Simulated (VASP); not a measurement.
# SnPt3 (Pm-3m) in VASP: further runs, part 2 of 2

VASP 6.6.1. Earlier steps stand in the parts before.

**4. Single point, LDA (volume scaled by 1.01)**

File INCAR:

```
ALGO = Normal ; EDIFF = 1E-6
ENCUT = 520 ; GGA = CA
ISIF = 2 ; ISMEAR = -1
LASPH = T ; LCHARG = T
LELF = T ; LREAL = F
LVHAR = T ; LWAVE = F
NBANDS = 30 ; NELM = 100
PREC = Accurate ; SIGMA = 0.05
```

File KPOINTS:

```
k-points
0
Gamma
  8 8 8
```

File POSCAR:

```
SnPt3
1.0
    4.0132891342      0.0000000000      0.0000000000
    0.0000000000      4.0132891342      0.0000000000
    0.0000000000      0.0000000000      4.0132891342
Sn Pt
1 3
Direct
    0.0000000000      0.0000000000      0.0000000000
    0.0000000000      0.5000000000      0.5000000000
    0.5000000000      0.0000000000      0.5000000000
    0.5000000000      0.5000000000      0.0000000000
```

Potentials or basis: VASP PAW LDA potentials, release 64 (Sn_d, Pt).

On the command line:

```bash
$ cat potpaw_LDA.64/Sn_d/POTCAR potpaw_LDA.64/Pt/POTCAR > POTCAR
$ mpirun -np 1 vasp_std > vasp.out
```

OUTCAR:

```text
EDIFF = 1E-6
   ENCUT = 520
   GGA = CA
   ISIF = 2
   ISMEAR = -1
   LASPH = T
   LREAL = F
   NELM = 100
   PREC = Accurate

 ion  position               nearest neighbor table
   1  0.000  0.000  0.000-   2 2.84   3 2.84   4 2.84   2 2.84   3 2.84   2 2.84   4 2.84   2 2.84
                             3 2.84   4 2.84   3 2.84   4 2.84
   2  0.000  0.500  0.500-   1 2.84   3 2.84   4 2.84   1 2.84   4 2.84   1 2.84   3 2.84   1 2.84
                             3 2.84   4 2.84   4 2.84   3 2.84
   3  0.500  0.000  0.500-   1 2.84   2 2.84   4 2.84   1 2.84   4 2.84   2 2.84   4 2.84   4 2.84
                             1 2.84   2 2.84   1 2.84   2 2.84
   4  0.500  0.500  0.000-   1 2.84   2 2.84   3 2.84   2 2.84   3 2.84   1 2.84   3 2.84   3 2.84
                             1 2.84   2 2.84   2 2.84   1 2.84

  LATTYP: Found a simple cubic cell.
 ALAT       =     4.0132891342

  Lattice vectors:

 A1 = (   4.0132891342,   0.0000000000,   0.0000000000)
 A2 = (   0.0000000000,   4.0132891342,   0.0000000000)
 A3 = (   0.0000000000,   0.0000000000,   4.0132891342)

Analysis of symmetry for initial positions (statically):
=====================================================================
 Subroutine PRICEL returns:
 Original cell was already a primitive cell.

 Routine SETGRP: Setting up the symmetry group for a
 simple cubic supercell.

 Subroutine GETGRP returns: Found 48 space group operations
 (whereof 48 operations were pure point group operations)
 out of a pool of 48 trial point group operations.

The static configuration has the point symmetry O_h .

Analysis of symmetry for dynamics (positions and initial velocities):
=====================================================================
 Subroutine PRICEL returns:
 Original cell was already a primitive cell.

 Routine SETGRP: Setting up the symmetry group for a
 simple cubic supercell.

 Subroutine GETGRP returns: Found 48 space group operations
 (whereof 48 operations were pure point group operations)
 out of a pool of 48 trial point group operations.
[... 125 lines left out ...]
     AMIX_MAG =   1.60;   BMIX_MAG =  1.00
  volume/ion in A,a.u.               =      16.16       109.05
  Fermi-wavevector in a.u.,A,eV,Ry     =   1.440098  2.721390 28.216867  2.073881
  Thomas-Fermi vector in A             =   2.558880
   LORBIT       =      0    0 simple, 1 ext, 2 COOP (PROOUT), +10 PAW based schemes
   GGA     = CA    functional components
   LHFCALC =     F    Hartree Fock is set to
   AEXX    =    0.0000 exact exchange contribution
   IVDW    =     0    specifies the selected vdW correction
   LEPSILON=     F    determine dielectric tensor
   LRPA    =     F    only Hartree local field effects (RPA)
 non-spin polarized calculation
  energy-cutoff  :      520.00
  volume of cell :       64.64
 maximum number of plane-waves:      1763
 NGX is ok and might be reduce to    30
   NGX = 15   NGY = 15   NGZ = 15

 number of electron      44.0000023 magnetization

 Free energy of the ion-electron system (eV)
  ---------------------------------------------------
  ext. energy  EPLUGINS =         0.00000000
  ---------------------------------------------------
  free energy    TOTEN  =       -28.56671647 eV

  energy without entropy =      -28.55666382  energy(sigma->0) =      -28.56169015

 E-fermi :  11.6199     XC(G=0): -13.2727

 val. band max:       11.6067280576   @ k =   0.5000   0.3750   0.3750
 cond. band min:      11.6775840753   @ k =   0.5000   0.3750   0.3750
 fundamental gap:      0.0708560177
 Fermi energy:        11.6198575481

 k-point     1 :       0.0000    0.0000    0.0000
  band No.  band energies     occupation
      1     -10.2421      2.00000
      2     -10.2421      2.00000
      3     -10.2276      2.00000
      4     -10.2276      2.00000
      5     -10.2276      2.00000
      6      -0.3292      2.00000
[... 781 lines left out ...]
     29      20.1451      0.00000
     30      21.6135      0.00000

 [... further k-points ...]

------------------------ aborting loop because EDIFF is reached ----------------------------------------

  FORCE on cell =-STRESS in cart. coord.  units (eV):
  Direction    XX          YY          ZZ          XY          YZ          ZX
  --------------------------------------------------------------------------------------
  -------------------------------------------------------------------------------------
  Total       -2.0505757     -2.0505757     -2.0505757     -0.0000000      0.0000000     -0.0000000
  in kB      -50.8258951    -50.8258951    -50.8258951     -0.0000000      0.0000000     -0.0000000
  external PRESSURE =     -50.8258951 kB  Pullay stress =       0.0000000 kB

 VOLUME and BASIS-vectors are now :
 -----------------------------------------------------------------------------
  energy-cutoff  :      520.00
  volume of cell :       64.64
      direct lattice vectors                 reciprocal lattice vectors
     4.013289134  0.000000000  0.000000000     0.249172179  0.000000000  0.000000000
     0.000000000  4.013289134  0.000000000     0.000000000  0.249172179  0.000000000
     0.000000000  0.000000000  4.013289134     0.000000000  0.000000000  0.249172179

 POSITION                                       TOTAL-FORCE (eV/Angst)
 -----------------------------------------------------------------------------------
      0.00000      0.00000      0.00000         0.000000      0.000000      0.000000
      0.00000      2.00664      2.00664         0.000000      0.000000      0.000000
      2.00664      0.00000      2.00664         0.000000      0.000000      0.000000
      2.00664      2.00664      0.00000         0.000000      0.000000      0.000000
 -----------------------------------------------------------------------------------
    total drift:                                0.000000      0.000000     -0.000000

  FREE ENERGIE OF THE ION-ELECTRON SYSTEM (eV)
  ---------------------------------------------------
  free  energy   TOTEN  =       -28.5667164740 eV

  energy  without entropy=      -28.5566638226  energy(sigma->0) =      -28.56169015
```

stdout:

```text
POSCAR found type information on POSCAR SnPt
 POSCAR found :  2 types and       4 ions
 scaLAPACK will be used
 LDA part: xc-table for (Slater(with rela. corr.)+CA(PZ))
 , standard interpolation
 POSCAR, INCAR and KPOINTS ok, starting setup
 FFT: planning ... GRIDC
 FFT: planning ... GRID_SOFT
 FFT: planning ... GRID
 WAVECAR not read
 entering main loop
```

Wall time 22 s (1 thread of Intel Xeon 6975P-C (Granite Rapids), shared host); peak memory 0.18 GiB.

Results:

| Quantity | Value |
| --- | --- |
| Free energy | -28.5667 eV |
| Pressure | -5.1 GPa |
| Band gap on the k mesh | zero (band 22 reaches 11.76 eV, above the bottom of band 23 at 11.31 eV) |

Levels at points of the mesh, in eV from the Fermi level:
```csv
k point,band 18,band 19,band 20,band 21,band 22,band 23,band 24,band 25,band 26,band 27
"(0.00, 0.00, 0.00)",-1.24,-1.21,-1.21,-0.40,0.13,0.13,0.13,2.81,6.21,6.21
"(0.50, 0.00, 0.00)",-2.46,-2.46,-2.33,-1.11,0.14,1.76,3.88,3.88,5.35,5.35
"(0.50, 0.50, 0.00)",-2.71,-2.57,-2.06,-1.90,-1.55,0.91,0.91,5.08,6.62,7.51
"(0.50, 0.50, 0.50)",-2.58,-2.07,-2.07,-0.70,-0.31,-0.31,-0.31,0.83,3.60,3.60
```

Caveat: spin-orbit coupling is left out, which moves the levels of the heavy elements.

**5. Single point, LDA (volume scaled by 1.04)**

File INCAR:

```
SYSTEM = SnPt3
  PREC = Accurate
  ENCUT = 520
  EDIFF = 1E-6
  ISMEAR = -1
  SIGMA = 0.05
  LREAL = .False.
  LASPH = .True.
  NELM = 80
  ALGO = Normal
  ISIF = 2
  LWAVE = .False.
  LCHARG = .False.
  GGA = CA
  NBANDS = 30
```

File KPOINTS:

```
regular mesh
0
Gamma
  8 8 8
  0 0 0
```

File POSCAR:

```
SnPt3
1.0
    4.0526376153      0.0000000000      0.0000000000
    0.0000000000      4.0526376153      0.0000000000
    0.0000000000      0.0000000000      4.0526376153
Sn Pt
1 3
Direct
    0.0000000000      0.0000000000      0.0000000000
    0.0000000000      0.5000000000      0.5000000000
    0.5000000000      0.0000000000      0.5000000000
    0.5000000000      0.5000000000      0.0000000000
```

Potentials or basis: VASP PAW LDA potentials, release 64 (Sn_d, Pt).

On the command line:

```bash
$ cat potpaw_LDA.64/Sn_d/POTCAR potpaw_LDA.64/Pt/POTCAR > POTCAR
$ mpirun -np 1 vasp_std > vasp.out
```

OUTCAR:

```text
SYSTEM = SnPt3
   PREC = Accurate
   ENCUT = 520
   EDIFF = 1E-6
   ISMEAR = -1
   LREAL = .False.
   LASPH = .True.
   NELM = 80
   ISIF = 2
   GGA = CA

 ion  position               nearest neighbor table
   1  0.000  0.000  0.000-   2 2.87   3 2.87   4 2.87   2 2.87   3 2.87   2 2.87   4 2.87   2 2.87
                             3 2.87   4 2.87   3 2.87   4 2.87
   2  0.000  0.500  0.500-   1 2.87   3 2.87   4 2.87   1 2.87   4 2.87   1 2.87   3 2.87   1 2.87
                             3 2.87   4 2.87   4 2.87   3 2.87
   3  0.500  0.000  0.500-   1 2.87   2 2.87   4 2.87   1 2.87   4 2.87   2 2.87   4 2.87   4 2.87
                             1 2.87   2 2.87   1 2.87   2 2.87
   4  0.500  0.500  0.000-   1 2.87   2 2.87   3 2.87   2 2.87   3 2.87   1 2.87   3 2.87   3 2.87
                             1 2.87   2 2.87   2 2.87   1 2.87

  LATTYP: Found a simple cubic cell.
 ALAT       =     4.0526376153

  Lattice vectors:

 A1 = (   4.0526376153,   0.0000000000,   0.0000000000)
 A2 = (   0.0000000000,   4.0526376153,   0.0000000000)
 A3 = (   0.0000000000,   0.0000000000,   4.0526376153)

Analysis of symmetry for initial positions (statically):
=====================================================================
 Subroutine PRICEL returns:
 Original cell was already a primitive cell.

 Routine SETGRP: Setting up the symmetry group for a
 simple cubic supercell.

 Subroutine GETGRP returns: Found 48 space group operations
 (whereof 48 operations were pure point group operations)
 out of a pool of 48 trial point group operations.

The static configuration has the point symmetry O_h .

Analysis of symmetry for dynamics (positions and initial velocities):
=====================================================================
 Subroutine PRICEL returns:
 Original cell was already a primitive cell.

 Routine SETGRP: Setting up the symmetry group for a
 simple cubic supercell.

 Subroutine GETGRP returns: Found 48 space group operations
 (whereof 48 operations were pure point group operations)
 out of a pool of 48 trial point group operations.

The dynamic configuration has the point symmetry O_h .

 Subroutine INISYM returns: Found 48 space group operations
 (whereof 48 operations are pure point group operations),
 and found     1 'primitive' translations

----------------------------------------------------------------------------------------

                                     Primitive cell

  volume of cell :      66.5600

  direct lattice vectors                    reciprocal lattice vectors
     4.052637615  0.000000000  0.000000000     0.246752879  0.000000000  0.000000000
     0.000000000  4.052637615  0.000000000     0.000000000  0.246752879  0.000000000
     0.000000000  0.000000000  4.052637615     0.000000000  0.000000000  0.246752879

  length of vectors
     4.052637615  4.052637615  4.052637615     0.246752879  0.246752879  0.246752879

  position of ions in fractional coordinates (direct lattice)
     0.000000000  0.000000000  0.000000000
     0.000000000  0.500000000  0.500000000
     0.500000000  0.000000000  0.500000000
     0.500000000  0.500000000  0.000000000

  ion indices of the primitive-cell ions
[... 25 lines left out ...]
     0.000000000  0.000000000  0.000000000

 Subroutine IBZKPT returns following result:
 ===========================================

 Found     35 irreducible k-points:

 Following reciprocal coordinates:
            Coordinates               Weight
  0.000000  0.000000  0.000000      1.000000
  0.125000  0.000000  0.000000      6.000000
  0.250000  0.000000  0.000000      6.000000
  0.375000  0.000000  0.000000      6.000000
  0.500000  0.000000  0.000000      3.000000
  0.125000  0.125000  0.000000     12.000000
[... 16 lines left out ...]
  0.375000  0.375000  0.125000     24.000000
  0.500000  0.375000  0.125000     24.000000
 [... further k-points ...]
   k-points           NKPTS =     35   k-points in BZ     NKDIM =     35   number of bands    NBANDS=     30
   number of dos      NEDOS =    301   number of ions     NIONS =      4
   total plane-waves  NPLWV =  27000
   dimension x,y,z NGX =    30 NGY =   30 NGZ =   30
   dimension x,y,z NGXF=    60 NGYF=   60 NGZF=   60
   ions per type =               1   3
   NGX,Y,Z   is equivalent  to a cutoff of  12.31, 12.31, 12.31 a.u.
   NGXF,Y,Z  is equivalent  to a cutoff of  24.61, 24.61, 24.61 a.u.
 SYSTEM =  SnPt3
   PREC   = accura    normal or accurate (medium, high low for compatibility)
   ISTART =      0    job   : 0-new  1-cont  2-samecut
   ICHARG =      2    charge: 1-file 2-atom 10-const
   ISPIN  =      1    spin polarized calculation?
   LNONCOLLINEAR =      F non collinear calculations
   LSORBIT =      F    spin-orbit coupling
   LASPH  =      T    aspherical Exc in radial PAW
   ENCUT  =  520.0 eV  38.22 Ry    6.18 a.u.   7.54  7.54  7.54*2*pi/ulx,y,z
   NELM   =     80;   NELMIN=  2; NELMDL= -5     # of ELM steps
   EDIFF  = 0.1E-05   stopping-criterion for ELM
   LREAL  =      F    real-space projection
   EDIFFG = 0.1E-04   stopping-criterion for IOM
   NSW    =      0    number of steps for IOM
   IBRION =     -1    ionic relax: 0-MD 1-quasi-New 2-CG
   NFREE  =      0    steps in history (QN), initial steepest desc. (CG)
   ISIF   =      2    stress and relaxation
   ISYM   =      2    0-nonsym 1-usesym 2-fastsym
   POTIM  = 0.5000    time-step for ionic-motion
   TEBEG  =    0.0;   TEEND  =   0.0 temperature during run
   PSTRESS=    0.0 pullay stress
   NELECT =      44.0000    total number of electrons
   NUPDOWN=      -1.0000    fix difference up-down
   EMIN   =  10.00;   EMAX   =-10.00  energy-range for DOS
   EFERMI =   0.00;   METHOD = LEGACY
   ISMEAR =    -1;   SIGMA  =   0.05  broadening in eV -4-tet -1-fermi 0-gaus
   EFERMI_NEDOS =   21; number of points for ismear=-14 and -15
   IALGO  =     38    algorithm
   IMIX   =      4    mixing-type and parameters
     AMIX     =   0.40;   BMIX     =  1.00
     AMIX_MAG =   1.60;   BMIX_MAG =  1.00
  volume/ion in A,a.u.               =      16.64       112.29
  Fermi-wavevector in a.u.,A,eV,Ry     =   1.426115  2.694967 27.671592  2.033805
  Thomas-Fermi vector in A             =   2.546427
   LORBIT       =      0    0 simple, 1 ext, 2 COOP (PROOUT), +10 PAW based schemes
   GGA     = CA    functional components
   LHFCALC =     F    Hartree Fock is set to
   AEXX    =    0.0000 exact exchange contribution
   IVDW    =     0    specifies the selected vdW correction
   LEPSILON=     F    determine dielectric tensor
   LRPA    =     F    only Hartree local field effects (RPA)
 non-spin polarized calculation
  energy-cutoff  :      520.00
  volume of cell :       66.56
 maximum number of plane-waves:      1856
   NGX = 15   NGY = 15   NGZ = 15

 number of electron      43.9999999 magnetization

 Free energy of the ion-electron system (eV)
  ---------------------------------------------------
  ext. energy  EPLUGINS =         0.00000000
  ---------------------------------------------------
  free energy    TOTEN  =       -28.47089917 eV

  energy without entropy =      -28.46075804  energy(sigma->0) =      -28.46582861

 E-fermi :  11.0786     XC(G=0): -13.1066

 val. band max:       11.0060585955   @ k =   0.1250   0.1250   0.1250
 cond. band min:      11.0828199855   @ k =   0.5000   0.3750   0.3750
 fundamental gap:      0.0767613900
 Fermi energy:        11.0785717790

 k-point     1 :       0.0000    0.0000    0.0000
  band No.  band energies     occupation
      1     -10.7128      2.00000
      2     -10.7128      2.00000
      3     -10.7000      2.00000
      4     -10.7000      2.00000
      5     -10.7000      2.00000
      6      -0.5573      2.00000
[... 781 lines left out ...]
     29      19.4299      0.00000
     30      20.8804      0.00000

 [... further k-points ...]

------------------------ aborting loop because EDIFF is reached ----------------------------------------

  FORCE on cell =-STRESS in cart. coord.  units (eV):
  Direction    XX          YY          ZZ          XY          YZ          ZX
  --------------------------------------------------------------------------------------
  -------------------------------------------------------------------------------------
  Total       -4.5444811     -4.5444811     -4.5444811     -0.0000000      0.0000000     -0.0000000
  in kB     -109.3909957   -109.3909957   -109.3909957     -0.0000000      0.0000000     -0.0000000
  external PRESSURE =    -109.3909957 kB  Pullay stress =       0.0000000 kB

 VOLUME and BASIS-vectors are now :
 -----------------------------------------------------------------------------
  energy-cutoff  :      520.00
  volume of cell :       66.56
      direct lattice vectors                 reciprocal lattice vectors
     4.052637615  0.000000000  0.000000000     0.246752879  0.000000000  0.000000000
     0.000000000  4.052637615  0.000000000     0.000000000  0.246752879  0.000000000
     0.000000000  0.000000000  4.052637615     0.000000000  0.000000000  0.246752879

 POSITION                                       TOTAL-FORCE (eV/Angst)
 -----------------------------------------------------------------------------------
      0.00000      0.00000      0.00000         0.000000      0.000000      0.000000
      0.00000      2.02632      2.02632         0.000000      0.000000      0.000000
      2.02632      0.00000      2.02632         0.000000      0.000000      0.000000
      2.02632      2.02632      0.00000         0.000000      0.000000      0.000000
 -----------------------------------------------------------------------------------
    total drift:                                0.000000      0.000000     -0.000000

  FREE ENERGIE OF THE ION-ELECTRON SYSTEM (eV)
  ---------------------------------------------------
  free  energy   TOTEN  =       -28.4708991702 eV

  energy  without entropy=      -28.4607580405  energy(sigma->0) =      -28.46582861
```

Run time: 21 s. Hardware: 1 thread of Intel Xeon 6975P-C (Granite Rapids), shared host; peak memory 0.18 GiB.

What came out:

- Free energy: -28.4709 eV
- Pressure: -10.9 GPa
- Band gap on the k mesh: zero (band 22 reaches 11.19 eV, above the bottom of band 23 at 10.77 eV)

Caveat: spin-orbit coupling is left out, which moves the levels of the heavy elements.

**6. Overview**

```tsv
cell	gap on the mesh (eV)	pressure (GPa)
a = 3.918 Å, 4 atoms	none	13.9
a = 3.973 Å, 4 atoms	none	2.0
a = 4.013 Å, 4 atoms	none	-5.1
a = 4.053 Å, 4 atoms	none	-10.9
```

Alike in all rows: task single point; level LDA; potentials or basis VASP PAW LDA potentials, release 64 (Sn_d, Pt); no spin polarisation; k mesh 8 × 8 × 8; cutoff (eV) 520; smearing fermi-dirac 0.05 eV.

Caveats: spin-orbit coupling is left out, which moves the levels of the heavy elements.

Total energies depend on the potentials used, so only differences within one code and one set of settings carry meaning.
